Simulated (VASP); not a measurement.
# I (Cmce) in VASP: further runs

The runs below take I through single point, with PBE.

Everything below comes from runs of VASP 6.6.1. Logs are shortened: lines on timing, memory, paths and dates and some standing lists are left out, and cuts for length are marked.

## 1. The cell of the first run

It takes space group Cmce (No. 64, orthorhombic). The conventional cell has a = 8.990 Å, b = 4.625 Å, c = 9.813 Å, α = 90.00°, β = 90.00°, γ = 90.00°. Within 3.7 Å of I (site symmetry m) lie 3 I at 2.81 to 3.41 Å.

## 2. Single point, PBE

The input, INCAR:

```
SYSTEM = I
ALGO = Normal
EDIFF = 1E-6
ENCUT = 520
GGA = PE
ISIF = 2
ISMEAR = -1
LASPH = .TRUE.
LCHARG = .FALSE.
LREAL = .FALSE.
LWAVE = .FALSE.
NBANDS = 22
NELM = 100
PREC = Accurate
SIGMA = 0.05
```

The input, KPOINTS:

```
k-points
0
G
  7 7 3
  0 0 0
```

The input, POSCAR:

```
I
1.0
    4.4952166182     -2.3125807814      0.0000000000
    4.4952166182      2.3125807814      0.0000000000
    0.0000000000      0.0000000000      9.8131243961
I
4
Direct
    0.6596195161      0.3403804839      0.3780071022
    0.1596195161      0.8403804839      0.1219928978
    0.3403804839      0.6596195161      0.6219928978
    0.8403804839      0.1596195161      0.8780071022
```

Potentials or basis: VASP PAW PBE potentials, release 64 (I).

Launch:

```sh
$ cat potpaw_PBE.64/I/POTCAR > POTCAR
$ mpirun -np 1 vasp_std > vasp.out
```

OUTCAR:

```text
SYSTEM = I
   EDIFF = 1E-6
   ENCUT = 520
   GGA = PE
   ISIF = 2
   ISMEAR = -1
   LASPH = .TRUE.
   LREAL = .FALSE.
   NELM = 100
   PREC = Accurate

 ion  position               nearest neighbor table
   1  0.660  0.340  0.378-   3 2.81   2 3.41   2 3.41
   2  0.160  0.840  0.122-   4 2.81   1 3.41   1 3.41
   3  0.340  0.660  0.622-   1 2.81   4 3.41   4 3.41
   4  0.840  0.160  0.878-   2 2.81   3 3.41   3 3.41

  LATTYP: Found a base centered orthorhombic cell.
 ALAT       =     4.6251615628
 B/A-ratio  =     1.9438095544
 C/A-ratio  =     2.1216825105

  Lattice vectors:

 A1 = (  -4.4952166182,  -2.3125807814,   0.0000000000)
 A2 = (   4.4952166182,  -2.3125807814,   0.0000000000)
 A3 = (   0.0000000000,   0.0000000000,   9.8131243961)

Analysis of symmetry for initial positions (statically):
=====================================================================
 Subroutine PRICEL returns:
 Original cell was already a primitive cell.

 Routine SETGRP: Setting up the symmetry group for a
 base centered orthorhombic supercell.

 Subroutine GETGRP returns: Found  8 space group operations
 (whereof  4 operations were pure point group operations)
 out of a pool of  8 trial point group operations.

The static configuration has the point symmetry C_2h.
 The point group associated with its full space group is D_2h.

Analysis of symmetry for dynamics (positions and initial velocities):
=====================================================================
 Subroutine PRICEL returns:
 Original cell was already a primitive cell.

 Routine SETGRP: Setting up the symmetry group for a
 base centered orthorhombic supercell.

 Subroutine GETGRP returns: Found  8 space group operations
 (whereof  4 operations were pure point group operations)
 out of a pool of  8 trial point group operations.

The dynamic configuration has the point symmetry C_2h.
 The point group associated with its full space group is D_2h.

 Subroutine INISYM returns: Found  8 space group operations
 (whereof  4 operations are pure point group operations),
 and found     1 'primitive' translations

----------------------------------------------------------------------------------------

                                     Primitive cell

  volume of cell :     204.0257

  direct lattice vectors                    reciprocal lattice vectors
     4.495216618 -2.312580781  0.000000000     0.111229345 -0.216208664  0.000000000
     4.495216618  2.312580781  0.000000000     0.111229345  0.216208664  0.000000000
     0.000000000  0.000000000  9.813124396     0.000000000  0.000000000  0.101904344

  length of vectors
     5.055195576  5.055195576  9.813124396     0.243142249  0.243142249  0.101904344

  position of ions in fractional coordinates (direct lattice)
     0.659619516  0.340380484  0.378007102
     0.159619516  0.840380484  0.121992898
     0.340380484  0.659619516  0.621992898
     0.840380484  0.159619516  0.878007102

  ion indices of the primitive-cell ions
   primitive index   ion index
                 1           1
                 2           2
                 3           3
                 4           4

----------------------------------------------------------------------------------------

 KPOINTS: k-points

Automatic generation of k-mesh.
 Grid dimensions read from file:
 generate k-points for:    7    7    3

 Generating k-lattice:

  Cartesian coordinates                     Fractional coordinates (reciprocal lattice)
     0.015889906 -0.030886952  0.000000000     0.142857143  0.000000000  0.000000000
     0.015889906  0.030886952  0.000000000     0.000000000  0.142857143  0.000000000
     0.000000000  0.000000000  0.033968115     0.000000000  0.000000000  0.333333333

  Length of vectors
     0.034734607  0.034734607  0.033968115

  Shift w.r.t. Gamma in fractional coordinates (k-lattice)
     0.000000000  0.000000000  0.000000000

 Subroutine IBZKPT returns following result:
 ===========================================

 Found     32 irreducible k-points:

 Following reciprocal coordinates:
            Coordinates               Weight
  0.000000  0.000000  0.000000      1.000000
  0.142857 -0.000000  0.000000      4.000000
  0.285714  0.000000  0.000000      4.000000
  0.428571  0.000000  0.000000      4.000000
  0.142857  0.142857  0.000000      2.000000
  0.285714  0.142857  0.000000      4.000000
[... 16 lines left out ...]
  0.428571  0.142857  0.333333      8.000000
 -0.428571  0.142857  0.333333      8.000000
 [... further k-points ...]
   k-points           NKPTS =     32   k-points in BZ     NKDIM =     32   number of bands    NBANDS=     22
   number of dos      NEDOS =    301   number of ions     NIONS =      4
   total plane-waves  NPLWV = 128000
   dimension x,y,z NGX =    40 NGY =   40 NGZ =   80
   dimension x,y,z NGXF=    80 NGYF=   80 NGZF=  160
   ions per type =               4
   NGX,Y,Z   is equivalent  to a cutoff of  13.15, 13.15, 13.55 a.u.
   NGXF,Y,Z  is equivalent  to a cutoff of  26.31, 26.31, 27.11 a.u.
 SYSTEM =  I
   PREC   = accura    normal or accurate (medium, high low for compatibility)
   ISTART =      0    job   : 0-new  1-cont  2-samecut
   ICHARG =      2    charge: 1-file 2-atom 10-const
   ISPIN  =      1    spin polarized calculation?
   LNONCOLLINEAR =      F non collinear calculations
   LSORBIT =      F    spin-orbit coupling
   LASPH  =      T    aspherical Exc in radial PAW
   ENCUT  =  520.0 eV  38.22 Ry    6.18 a.u.   9.40  9.40 18.25*2*pi/ulx,y,z
   NELM   =    100;   NELMIN=  2; NELMDL= -5     # of ELM steps
   EDIFF  = 0.1E-05   stopping-criterion for ELM
   LREAL  =      F    real-space projection
   EDIFFG = 0.1E-04   stopping-criterion for IOM
   NSW    =      0    number of steps for IOM
   IBRION =     -1    ionic relax: 0-MD 1-quasi-New 2-CG
   NFREE  =      0    steps in history (QN), initial steepest desc. (CG)
   ISIF   =      2    stress and relaxation
   ISYM   =      2    0-nonsym 1-usesym 2-fastsym
   POTIM  = 0.5000    time-step for ionic-motion
   TEBEG  =    0.0;   TEEND  =   0.0 temperature during run
   PSTRESS=    0.0 pullay stress
   NELECT =      28.0000    total number of electrons
   NUPDOWN=      -1.0000    fix difference up-down
   EMIN   =  10.00;   EMAX   =-10.00  energy-range for DOS
   EFERMI =   0.00;   METHOD = LEGACY
   ISMEAR =    -1;   SIGMA  =   0.05  broadening in eV -4-tet -1-fermi 0-gaus
   EFERMI_NEDOS =   21; number of points for ismear=-14 and -15
   IALGO  =     38    algorithm
   IMIX   =      4    mixing-type and parameters
     AMIX     =   0.40;   BMIX     =  1.00
     AMIX_MAG =   1.60;   BMIX_MAG =  1.00
  volume/ion in A,a.u.               =      51.01       344.21
  Fermi-wavevector in a.u.,A,eV,Ry     =   0.844434  1.595750  9.701898  0.713069
  Thomas-Fermi vector in A             =   1.959462
   LORBIT       =      0    0 simple, 1 ext, 2 COOP (PROOUT), +10 PAW based schemes
   GGA     = PE    functional components
   LHFCALC =     F    Hartree Fock is set to
   AEXX    =    0.0000 exact exchange contribution
   IVDW    =     0    specifies the selected vdW correction
   LEPSILON=     F    determine dielectric tensor
   LRPA    =     F    only Hartree local field effects (RPA)
 non-spin polarized calculation
  energy-cutoff  :      520.00
  volume of cell :      204.03
 maximum number of plane-waves:      5529
 NGX is ok and might be reduce to    40
   NGX = 19   NGY = 19   NGZ = 37

 number of electron      27.9999999 magnetization

 Free energy of the ion-electron system (eV)
  ---------------------------------------------------
  ext. energy  EPLUGINS =         0.00000000
  ---------------------------------------------------
  free energy    TOTEN  =        -6.09336730 eV

  energy without entropy =       -6.09336192  energy(sigma->0) =       -6.09336461

 E-fermi :   1.5823     XC(G=0):  -7.1403

 val. band max:        1.0878290339   @ k =   0.0000   0.0000   0.0000
 cond. band min:       2.1330097060   @ k =   0.1429  -0.0000   0.0000
 fundamental gap:      1.0451806721
 Fermi energy:         1.5822669335

 k-point     1 :       0.0000    0.0000    0.0000
  band No.  band energies     occupation
      1     -12.1254      2.00000
      2     -11.4795      2.00000
      3     -10.5967      2.00000
      4      -9.4774      2.00000
      5      -3.1705      2.00000
      6      -1.9110      2.00000
[... 14 lines left out ...]
     21       8.5357      0.00000
     22       8.8070      0.00000

 k-point     2 :       0.1429   -0.0000    0.0000
  band No.  band energies     occupation
      1     -12.0651      2.00000
      2     -11.4725      2.00000
      3     -10.5512      2.00000
      4      -9.5529      2.00000
      5      -3.1714      2.00000
      6      -2.1232      2.00000
[... 14 lines left out ...]
     21       8.3453      0.00000
     22       8.6443      0.00000

 k-point     3 :       0.2857    0.0000    0.0000
  band No.  band energies     occupation
      1     -11.9038      2.00000
      2     -11.4754      2.00000
      3     -10.4247      2.00000
      4      -9.7518      2.00000
      5      -3.2319      2.00000
      6      -2.6977      2.00000
[... 14 lines left out ...]
     21       8.4757      0.00000
     22       8.5734      0.00000

 k-point     4 :       0.4286    0.0000    0.0000
  band No.  band energies     occupation
      1     -11.7016      2.00000
      2     -11.5426      2.00000
      3     -10.2371      2.00000
      4     -10.0031      2.00000
      5      -3.3043      2.00000
      6      -3.1560      2.00000
[... 14 lines left out ...]
     21       9.2416      0.00000
     22       9.7686      0.00000

 k-point     5 :       0.1429    0.1429    0.0000
  band No.  band energies     occupation
      1     -12.1135      2.00000
      2     -11.4711      2.00000
      3     -10.5863      2.00000
      4      -9.4753      2.00000
      5      -3.1578      2.00000
      6      -1.9243      2.00000
[... 14 lines left out ...]
     21       8.3090      0.00000
     22       8.6215      0.00000

 k-point     6 :       0.2857    0.1429    0.0000
  band No.  band energies     occupation
      1     -12.0445      2.00000
      2     -11.4592      2.00000
      3     -10.5335      2.00000
      4      -9.5508      2.00000
      5      -3.1524      2.00000
      6      -2.1456      2.00000
[... 14 lines left out ...]
     21       8.1353      0.00000
     22       8.7661      0.00000

 k-point     7 :       0.4286    0.1429    0.0000
  band No.  band energies     occupation
      1     -11.8827      2.00000
      2     -11.4659      2.00000
      3     -10.4062      2.00000
      4      -9.7543      2.00000
      5      -3.2183      2.00000
      6      -2.7212      2.00000
[... 324 lines left out ...]
      6      -2.9811      2.00000
[... 14 lines left out ...]
     21       9.4974      0.00000
     22       9.5307      0.00000

 k-point    21 :       0.1429    0.1429    0.3333
  band No.  band energies     occupation
      1     -12.0058      2.00000
      2     -11.7151      2.00000
      3     -10.2359      2.00000
      4      -9.7120      2.00000
      5      -2.8887      2.00000
      6      -2.2993      2.00000
[... 14 lines left out ...]
     21       8.5101      0.00000
     22       8.6405      0.00000

 k-point    22 :       0.2857    0.1429    0.3333
  band No.  band energies     occupation
      1     -11.9434      2.00000
      2     -11.6746      2.00000
      3     -10.2264      2.00000
      4      -9.7595      2.00000
      5      -2.9574      2.00000
      6      -2.4883      2.00000
[... 14 lines left out ...]
     21       8.0442      0.00000
     22       8.2379      0.00000

 k-point    23 :       0.4286    0.1429    0.3333
  band No.  band energies     occupation
      1     -11.8032      2.00000
      2     -11.6040      2.00000
      3     -10.2122      2.00000
      4      -9.8957      2.00000
      5      -3.0935      2.00000
      6      -2.7727      2.00000
[... 14 lines left out ...]
     21       8.2130      0.00000
     22       8.6273      0.00000

 k-point    24 :      -0.4286    0.1429    0.3333
  band No.  band energies     occupation
      1     -11.6555      2.00000
      2     -11.5833      2.00000
      3     -10.1690      2.00000
      4     -10.0630      2.00000
      5      -3.1272      2.00000
      6      -2.9876      2.00000
[... 14 lines left out ...]
     21       9.0646      0.00000
     22       9.4216      0.00000

 [... further k-points ...]

------------------------ aborting loop because EDIFF is reached ----------------------------------------

  FORCE on cell =-STRESS in cart. coord.  units (eV):
  Direction    XX          YY          ZZ          XY          YZ          ZX
  --------------------------------------------------------------------------------------
  -------------------------------------------------------------------------------------
  Total        0.0200969     -0.0437391     -0.0795588      0.0000000     -0.0000000      0.0000000
  in kB        0.1578172     -0.3434753     -0.6247612      0.0000000     -0.0000000      0.0000000
  external PRESSURE =      -0.2701397 kB  Pullay stress =       0.0000000 kB

 VOLUME and BASIS-vectors are now :
 -----------------------------------------------------------------------------
  energy-cutoff  :      520.00
  volume of cell :      204.03
      direct lattice vectors                 reciprocal lattice vectors
     4.495216618 -2.312580781  0.000000000     0.111229345 -0.216208664  0.000000000
     4.495216618  2.312580781  0.000000000     0.111229345  0.216208664  0.000000000
     0.000000000  0.000000000  9.813124396     0.000000000  0.000000000  0.101904344

 POSITION                                       TOTAL-FORCE (eV/Angst)
 -----------------------------------------------------------------------------------
      4.49522     -0.73827      3.70943         0.000000      0.008877      0.013358
      4.49522      1.57431      1.19713         0.000000      0.008877     -0.013358
      4.49522      0.73827      6.10369         0.000000     -0.008877     -0.013358
      4.49522     -1.57431      8.61599         0.000000     -0.008877      0.013358
 -----------------------------------------------------------------------------------
    total drift:                                0.000000     -0.000000     -0.000000

  FREE ENERGIE OF THE ION-ELECTRON SYSTEM (eV)
  ---------------------------------------------------
  free  energy   TOTEN  =        -6.0933673050 eV

  energy  without entropy=       -6.0933619164  energy(sigma->0) =       -6.09336461
```

Wall time 5 min (1 thread of Oxide Virtual Turin-like, shared host); peak memory 0.35 GiB.

Results:

```
Free energy            : -6.0934 eV
Pressure               : 0.0 GPa
Largest force          : 0.016 eV/Å
Band gap on the k mesh : 1.05 eV (least direct gap 1.09 eV)
```

Forces on the atoms (eV/Å):
```
I    0.000  0.009  0.013
I    0.000  0.009 -0.013
I    0.000 -0.009 -0.013
I    0.000 -0.009  0.013
```

Caveat: spin-orbit coupling is left out, which moves the levels of the heavy elements. A k mesh can miss the band edges.

(Continued in part 2 of 2.)
